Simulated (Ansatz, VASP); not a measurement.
**ZnO in VASP and in Ansatz**

INCAR

```
PREC = Accurate ; ENCUT = 910
EDIFF = 1E-6 ; ISMEAR = 0
SIGMA = 0.05 ; LREAL = False
LASPH = True ; NELM = 120
ALGO = Normal ; ISIF = 2
LWAVE = False ; LCHARG = False
NBANDS = 26 ; GGA_COMPAT = False
```

The input KPOINTS:

```
Automatic mesh
0
Gamma
  12 12 6
```

The input POSCAR:

```
ZnO
1.0
    3.1871780739      0.0000000000      0.0000000000
   -1.5935890369      2.7601771784      0.0000000000
    0.0000000000      0.0000000000      4.5863414699
Zn O
2 2
Direct
    0.3333333333      0.6666666667      0.0018514197
    0.6666666667      0.3333333333      0.5018514197
    0.3333333333      0.6666666667      0.3802485803
    0.6666666667      0.3333333333      0.8802485803
```

Input for Ansatz:

```yaml
crystal:
  lattice:
    - [3.1871780739, 0.0, 0.0]
    - [-1.5935890369, 2.7601771784, 0.0]
    - [0.0, 0.0, 4.5863414699]
  atoms:
    - { symbol: Zn, position: [0.3333333333, 0.6666666667, 0.0018514197] }
    - { symbol: Zn, position: [0.6666666667, 0.3333333333, 0.5018514197] }
    - { symbol: O, position: [0.3333333333, 0.6666666667, 0.3802485803] }
    - { symbol: O, position: [0.6666666667, 0.3333333333, 0.8802485803] }
basis:
  ecutwfc: 520.0
kpoints:
  mp_grid: { grid: [12, 12, 6] }
hamiltonian:
  xc: lda
  pseudopotentials: { kind: paw, azcp: { folder: soft_1 } }
scf:
  occupations: { method: gaussian, width: 0.05 }
output:
  forces: true
  stress: true
  eigenvalues: true
```

Change from the starting cell: engineering shear strain xz +0.0000, normal strain along z -0.1100.

Alike in both runs: task single point; functional LDA; k mesh 12 × 12 × 6; occupations gaussian, width 0.05 eV; no spin polarisation.

|  | VASP | Ansatz |
| --- | --- | --- |
| version | VASP 6.6.1 | Ansatz 0.2.0 |
| potentials or method | VASP PAW LDA potentials, release 64 (Zn, O_h), cutoff 910 eV | scalar-relativistic, plane waves, PAW |
| valence electrons in the cell | 36 | 36 |

VASP gave:

| Item | Value |
| --- | --- |
| gap on the k mesh at the Fermi level (eV) | 1.02 |
| least direct gap on the mesh (eV) | 1.02 |
| rms of the force components (eV/Å) | 1.690 |

**Question.** What did Ansatz give for the same quantities?

**Answer.** gap on the k mesh at the Fermi level (eV): 1.01; least direct gap on the mesh (eV): 1.01; rms of the force components (eV/Å): 1.613.

Ansatz warns that its potentials were made for another functional, while VASP's fit it. LDA's correlation is that of Perdew and Zunger in VASP and of Perdew and Wang (1992) in Ansatz. Atom by atom the forces differ by 0.077 eV/Å (rms over components).

Noted on VASP's run: the cutoff is short for stress, so the pressure is rough.
